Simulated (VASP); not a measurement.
# CdF2 (I4/mmm) in VASP: a series of runs

CdF2 is run at these levels: PBE; tasks: single point.

Everything below comes from runs of VASP 6.6.1. Logs are shortened: lines on timing, memory, paths and dates and some standing lists are left out, and cuts for length are marked.

### 1 The cell of the first run

Symmetry: I4/mmm, No. 139, tetragonal system. The conventional cell has a = 3.875 Å, b = 3.875 Å, c = 5.334 Å, α = 90.00°, β = 90.00°, γ = 90.00°. Cd (site symmetry 4/mmm) has 8 F at 2.35 Å within 3.1 Å. F (site symmetry -4m2) has 4 Cd at 2.35 Å and 6 F at 2.67 to 2.74 Å within 3.1 Å.

### 2 Single point, PBE (engineering shear strain xy +0.0000, normal strain along z -0.0267)

File INCAR:

```
SYSTEM = CdF2
PREC = Accurate
ENCUT = 520
EDIFF = 1E-7
ISMEAR = 0
SIGMA = 0.05
LREAL = .False.
LASPH = .True.
NELM = 80
ALGO = Normal
ISIF = 2
LWAVE = .False.
LCHARG = .False.
GGA = PE
NBANDS = 20
```

File KPOINTS:

```
Automatic mesh
0
Gamma
  8 8 8
  0 0 0
```

File POSCAR:

```
CdF2
1.0
    0.0000000000      2.7402705265      2.6671053034
    2.7402705265      0.0000000000      2.6671053034
    2.7402705265      2.7402705265      0.0000000000
Cd F
1 2
Direct
    0.0000000000      0.0000000000      0.0000000000
    0.2500000000      0.2500000000      0.2500000000
    0.7500000000      0.7500000000      0.7500000000
```

Potentials or basis: VASP PAW PBE potentials, release 64 (Cd, F).

Started as:

```
> cat potpaw_PBE.64/Cd/POTCAR potpaw_PBE.64/F/POTCAR > POTCAR
> mpirun -np 1 vasp_std > vasp.out
```

OUTCAR:

```text
SYSTEM = CdF2
   PREC = Accurate
   ENCUT = 520
   EDIFF = 1E-7
   ISMEAR = 0
   LREAL = .False.
   LASPH = .True.
   NELM = 80
   ISIF = 2
   GGA = PE

 ion  position               nearest neighbor table
   1  0.000  0.000  0.000-   3 2.35   3 2.35   3 2.35   2 2.35   3 2.35   2 2.35   2 2.35   2 2.35

   2  0.250  0.250  0.250-   1 2.35   1 2.35   1 2.35   1 2.35
   3  0.750  0.750  0.750-   1 2.35   1 2.35   1 2.35   1 2.35

  LATTYP: Found a body centered tetragonal cell.
 ALAT       =     3.8753277431
 C/A-ratio  =     1.3764540602

  Lattice vectors:

 A1 = (   0.0000000000,  -2.7402705265,  -2.6671053034)
 A2 = (   0.0000000000,   2.7402705265,  -2.6671053034)
 A3 = (   2.7402705265,   0.0000000000,   2.6671053034)

Analysis of symmetry for initial positions (statically):
=====================================================================
 Subroutine PRICEL returns:
 Original cell was already a primitive cell.

 Routine SETGRP: Setting up the symmetry group for a
 body centered tetragonal supercell.

 Subroutine GETGRP returns: Found 16 space group operations
 (whereof 16 operations were pure point group operations)
 out of a pool of 16 trial point group operations.

The static configuration has the point symmetry D_4h.

Analysis of symmetry for dynamics (positions and initial velocities):
=====================================================================
 Subroutine PRICEL returns:
 Original cell was already a primitive cell.

 Routine SETGRP: Setting up the symmetry group for a
 body centered tetragonal supercell.

 Subroutine GETGRP returns: Found 16 space group operations
 (whereof 16 operations were pure point group operations)
 out of a pool of 16 trial point group operations.

The dynamic configuration has the point symmetry D_4h.

 Subroutine INISYM returns: Found 16 space group operations
 (whereof 16 operations are pure point group operations),
 and found     1 'primitive' translations

----------------------------------------------------------------------------------------

                                     Primitive cell

  volume of cell :      40.0550

  direct lattice vectors                    reciprocal lattice vectors
     0.000000000  2.740270526  2.667105303    -0.182463737  0.182463737  0.187469163
     2.740270526  0.000000000  2.667105303     0.182463737 -0.182463737  0.187469163
     2.740270526  2.740270526  0.000000000     0.182463737  0.182463737 -0.187469163

  length of vectors
     3.823942110  3.823942110  3.875327743     0.318952532  0.318952532  0.318952532

  position of ions in fractional coordinates (direct lattice)
     0.000000000  0.000000000  0.000000000
     0.250000000  0.250000000  0.250000000
     0.750000000  0.750000000  0.750000000

  ion indices of the primitive-cell ions
   primitive index   ion index
                 1           1
                 2           2
                 3           3

----------------------------------------------------------------------------------------

 KPOINTS: Automatic mesh

Automatic generation of k-mesh.
 Grid dimensions read from file:
 generate k-points for:    8    8    8

 Generating k-lattice:

  Cartesian coordinates                     Fractional coordinates (reciprocal lattice)
    -0.022807967  0.022807967  0.023433645     0.125000000 -0.000000000  0.000000000
     0.022807967 -0.022807967  0.023433645    -0.000000000  0.125000000  0.000000000
     0.022807967  0.022807967 -0.023433645     0.000000000  0.000000000  0.125000000

  Length of vectors
     0.039869067  0.039869067  0.039869067

  Shift w.r.t. Gamma in fractional coordinates (k-lattice)
     0.000000000  0.000000000  0.000000000

 Subroutine IBZKPT returns following result:
 ===========================================

 Found     59 irreducible k-points:

 Following reciprocal coordinates:
            Coordinates               Weight
  0.000000  0.000000  0.000000      1.000000
  0.125000  0.000000  0.000000      8.000000
  0.250000  0.000000  0.000000      8.000000
  0.375000  0.000000  0.000000      8.000000
  0.500000  0.000000  0.000000      4.000000
  0.125000  0.125000  0.000000      2.000000
[... 16 lines left out ...]
  0.250000  0.000000  0.125000     16.000000
  0.375000  0.000000  0.125000     16.000000
 [... further k-points ...]
   k-points           NKPTS =     59   k-points in BZ     NKDIM =     59   number of bands    NBANDS=     20
   number of dos      NEDOS =    301   number of ions     NIONS =      3
   total plane-waves  NPLWV =  23520
   dimension x,y,z NGX =    28 NGY =   28 NGZ =   30
   dimension x,y,z NGXF=    56 NGYF=   56 NGZF=   60
   ions per type =               1   2
   NGX,Y,Z   is equivalent  to a cutoff of  12.17, 12.17, 12.87 a.u.
   NGXF,Y,Z  is equivalent  to a cutoff of  24.35, 24.35, 25.74 a.u.
 SYSTEM =  CdF2
   PREC   = accura    normal or accurate (medium, high low for compatibility)
   ISTART =      0    job   : 0-new  1-cont  2-samecut
   ICHARG =      2    charge: 1-file 2-atom 10-const
   ISPIN  =      1    spin polarized calculation?
   LNONCOLLINEAR =      F non collinear calculations
   LSORBIT =      F    spin-orbit coupling
   LASPH  =      T    aspherical Exc in radial PAW
   ENCUT  =  520.0 eV  38.22 Ry    6.18 a.u.   7.11  7.11  7.21*2*pi/ulx,y,z
   NELM   =     80;   NELMIN=  2; NELMDL= -5     # of ELM steps
   EDIFF  = 0.1E-06   stopping-criterion for ELM
   LREAL  =      F    real-space projection
   EDIFFG = 0.1E-05   stopping-criterion for IOM
   NSW    =      0    number of steps for IOM
   IBRION =     -1    ionic relax: 0-MD 1-quasi-New 2-CG
   NFREE  =      0    steps in history (QN), initial steepest desc. (CG)
   ISIF   =      2    stress and relaxation
   ISYM   =      2    0-nonsym 1-usesym 2-fastsym
   POTIM  = 0.5000    time-step for ionic-motion
   TEBEG  =    0.0;   TEEND  =   0.0 temperature during run
   PSTRESS=    0.0 pullay stress
   NELECT =      26.0000    total number of electrons
   NUPDOWN=      -1.0000    fix difference up-down
   EMIN   =  10.00;   EMAX   =-10.00  energy-range for DOS
   EFERMI =   0.00;   METHOD = LEGACY
   ISMEAR =     0;   SIGMA  =   0.05  broadening in eV -4-tet -1-fermi 0-gaus
   EFERMI_NEDOS =   21; number of points for ismear=-14 and -15
   IALGO  =     38    algorithm
   IMIX   =      4    mixing-type and parameters
     AMIX     =   0.40;   BMIX     =  1.00
     AMIX_MAG =   1.60;   BMIX_MAG =  1.00
  volume/ion in A,a.u.               =      13.35        90.10
  Fermi-wavevector in a.u.,A,eV,Ry     =   1.417469  2.678628 27.337079  2.009219
  Thomas-Fermi vector in A             =   2.538696
   LORBIT       =      0    0 simple, 1 ext, 2 COOP (PROOUT), +10 PAW based schemes
   GGA     = PE    functional components
   LHFCALC =     F    Hartree Fock is set to
   AEXX    =    0.0000 exact exchange contribution
   IVDW    =     0    specifies the selected vdW correction
   LEPSILON=     F    determine dielectric tensor
   LRPA    =     F    only Hartree local field effects (RPA)
 non-spin polarized calculation
 Gauss-broadening in eV      SIGMA  =   0.05
  energy-cutoff  :      520.00
  volume of cell :       40.06
 maximum number of plane-waves:      1092
   NGX = 15   NGY = 15   NGZ = 15

 number of electron      25.9999994 magnetization

 Free energy of the ion-electron system (eV)
  ---------------------------------------------------
  ext. energy  EPLUGINS =         0.00000000
  ---------------------------------------------------
  free energy    TOTEN  =       -10.88308297 eV

  energy without entropy =      -10.88308297  energy(sigma->0) =      -10.88308297

 E-fermi :  -1.2496     XC(G=0): -10.2825

 val. band max:       -1.4663225125   @ k =  -0.2500   0.5000   0.2500
 cond. band min:       1.4873543938   @ k =   0.0000   0.0000   0.0000
 fundamental gap:      2.9536769064
 Fermi energy:        -1.2496293881

 k-point     1 :       0.0000    0.0000    0.0000
  band No.  band energies     occupation
      1     -22.1612      2.00000
      2     -21.1189      2.00000
      3      -7.0390      2.00000
      4      -7.0390      2.00000
      5      -7.0254      2.00000
      6      -5.9380      2.00000
[... 12 lines left out ...]
     19      17.9324      0.00000
     20      18.5501      0.00000

 k-point     2 :       0.1250    0.0000    0.0000
  band No.  band energies     occupation
      1     -22.1149      2.00000
      2     -21.1601      2.00000
      3      -6.9852      2.00000
      4      -6.9738      2.00000
      5      -6.8789      2.00000
      6      -5.9526      2.00000
[... 12 lines left out ...]
     19      17.5484      0.00000
     20      18.1186      0.00000

 k-point     3 :       0.2500    0.0000    0.0000
  band No.  band energies     occupation
      1     -21.9878      2.00000
      2     -21.2728      2.00000
      3      -6.8635      2.00000
      4      -6.8428      2.00000
      5      -6.4649      2.00000
      6      -5.9604      2.00000
[... 12 lines left out ...]
     19      17.3972      0.00000
     20      17.8379      0.00000

 k-point     4 :       0.3750    0.0000    0.0000
  band No.  band energies     occupation
      1     -21.8127      2.00000
      2     -21.4313      2.00000
      3      -6.7675      2.00000
      4      -6.7346      2.00000
      5      -5.9555      2.00000
      6      -5.9194      2.00000
[... 12 lines left out ...]
     19      16.8708      0.00000
     20      17.3928      0.00000

 k-point     5 :       0.5000    0.0000    0.0000
  band No.  band energies     occupation
      1     -21.6519      2.00000
      2     -21.5842      2.00000
      3      -6.7398      2.00000
      4      -6.7016      2.00000
      5      -5.8780      2.00000
      6      -5.8567      2.00000
[... 12 lines left out ...]
     19      16.6784      0.00000
     20      17.0575      0.00000
[... 353 lines left out ...]
      6      -5.8186      2.00000
[... 12 lines left out ...]
     19      17.9039      0.00000
     20      19.6843      0.00000

 k-point    22 :       0.1250    0.0000    0.1250
  band No.  band energies     occupation
      1     -22.1034      2.00000
      2     -21.1685      2.00000
      3      -6.9509      2.00000
      4      -6.9462      2.00000
      5      -6.8493      2.00000
      6      -6.0065      2.00000
[... 12 lines left out ...]
     19      17.8280      0.00000
     20      18.5778      0.00000

 k-point    23 :       0.2500    0.0000    0.1250
  band No.  band energies     occupation
      1     -22.0092      2.00000
      2     -21.2498      2.00000
      3      -6.8363      2.00000
      4      -6.8303      2.00000
      5      -6.5353      2.00000
      6      -6.0770      2.00000
[... 12 lines left out ...]
     19      18.2676      0.00000
     20      19.0546      0.00000

 k-point    24 :       0.3750    0.0000    0.1250
  band No.  band energies     occupation
      1     -21.8587      2.00000
      2     -21.3825      2.00000
      3      -6.7227      2.00000
      4      -6.7050      2.00000
      5      -6.0882      2.00000
      6      -6.0523      2.00000
[... 12 lines left out ...]
     19      17.6757      0.00000
     20      19.1246      0.00000

 [... further k-points ...]

------------------------ aborting loop because EDIFF is reached ----------------------------------------

  FORCE on cell =-STRESS in cart. coord.  units (eV):
  Direction    XX          YY          ZZ          XY          YZ          ZX
  --------------------------------------------------------------------------------------
  -------------------------------------------------------------------------------------
  Total        0.6014933      0.6014933      1.3237535      0.0000000     -0.0000000      0.0000000
  in kB       24.0593738     24.0593738     52.9493552      0.0000000     -0.0000000      0.0000000
  external PRESSURE =      33.6893676 kB  Pullay stress =       0.0000000 kB

 VOLUME and BASIS-vectors are now :
 -----------------------------------------------------------------------------
  energy-cutoff  :      520.00
  volume of cell :       40.06
      direct lattice vectors                 reciprocal lattice vectors
     0.000000000  2.740270526  2.667105303    -0.182463737  0.182463737  0.187469163
     2.740270526  0.000000000  2.667105303     0.182463737 -0.182463737  0.187469163
     2.740270526  2.740270526  0.000000000     0.182463737  0.182463737 -0.187469163

 POSITION                                       TOTAL-FORCE (eV/Angst)
 -----------------------------------------------------------------------------------
      0.00000      0.00000      0.00000         0.000000      0.000000      0.000000
      1.37014      1.37014      1.33355         0.000000      0.000000     -0.000000
      4.11041      4.11041      4.00066        -0.000000     -0.000000      0.000000
 -----------------------------------------------------------------------------------
    total drift:                                0.000000      0.000000      0.000000

  FREE ENERGIE OF THE ION-ELECTRON SYSTEM (eV)
  ---------------------------------------------------
  free  energy   TOTEN  =       -10.8830829721 eV

  energy  without entropy=      -10.8830829721  energy(sigma->0) =      -10.88308297
```

Run time: 26 s. Hardware: 1 thread of Intel Xeon Platinum 8488C (Sapphire Rapids), shared host; peak memory 0.18 GiB.

Results:

- Free energy: -10.8831 eV
- Pressure: 3.4 GPa
- Band gap on the k mesh: 2.95 eV (least direct gap 3.48 eV)

Caveat: the cell differs from its parent crystal (engineering shear strain xy +0.0000, normal strain along z -0.0267); the cell stands under pressure.

### 3 Single point, PBE (engineering shear strain xy +0.0000, normal strain along z -0.0133)

File INCAR:

```
  PREC = Accurate
  ENCUT = 520
  EDIFF = 1E-7
  ISMEAR = 0
  SIGMA = 0.05
  LREAL = F
  LASPH = T
  NELM = 60
  ALGO = Normal
  ISIF = 2
  LWAVE = F
  LCHARG = F
  GGA = PE
  NBANDS = 20
```

File KPOINTS:

```
regular mesh
0
Gamma
  8 8 8
```

File POSCAR:

```
CdF2
1.0
    0.0000000000      2.7402705265      2.7038249285
    2.7402705265      0.0000000000      2.7038249285
    2.7402705265      2.7402705265      0.0000000000
Cd F
1 2
Direct
    0.0000000000      0.0000000000      0.0000000000
    0.2500000000      0.2500000000      0.2500000000
    0.7500000000      0.7500000000      0.7500000000
```

Potentials or basis: VASP PAW PBE potentials, release 64 (Cd, F).

Started as:

```
> cat potpaw_PBE.64/Cd/POTCAR potpaw_PBE.64/F/POTCAR > POTCAR
> mpirun -np 1 vasp_std > vasp.out
```

Run time: 32 s. Hardware: 1 thread of Intel Xeon Platinum 8488C (Sapphire Rapids), shared host; peak memory 0.19 GiB.

The run converged. Its results:

| Item | Value |
| --- | --- |
| Free energy | -10.8982 eV |
| Pressure | 1.9 GPa |
| Band gap on the k mesh | 2.92 eV (least direct gap 3.46 eV) |

Stress tensor (GPa, compression positive):
```
1.45 0.00 0.00
0.00 1.45 0.00
0.00 0.00 2.85
```

Levels at points of the mesh, in eV from the valence-band top:
| k point | band 10 | band 11 | band 12 | band 13 | band 14 | band 15 | band 16 | band 17 |
| --- | --- | --- | --- | --- | --- | --- | --- | --- |
| (0.00, 0.00, 0.00) | -0.81 | -0.58 | -0.54 | -0.54 | 2.92 | 12.48 | 12.53 | 12.53 |
| (0.50, 0.00, 0.00) | -1.72 | -1.69 | -0.43 | -0.42 | 6.88 | 9.02 | 14.11 | 14.21 |
| (0.50, 0.50, 0.00) | -2.79 | -0.39 | -0.10 | -0.10 | 7.67 | 9.42 | 11.84 | 13.90 |
| (0.50, 0.00, 0.50) | -2.74 | -0.46 | -0.11 | -0.06 | 7.69 | 9.45 | 11.83 | 13.88 |

Caveat: the cell differs from its parent crystal (engineering shear strain xy +0.0000, normal strain along z -0.0133). A k mesh can miss the band edges.
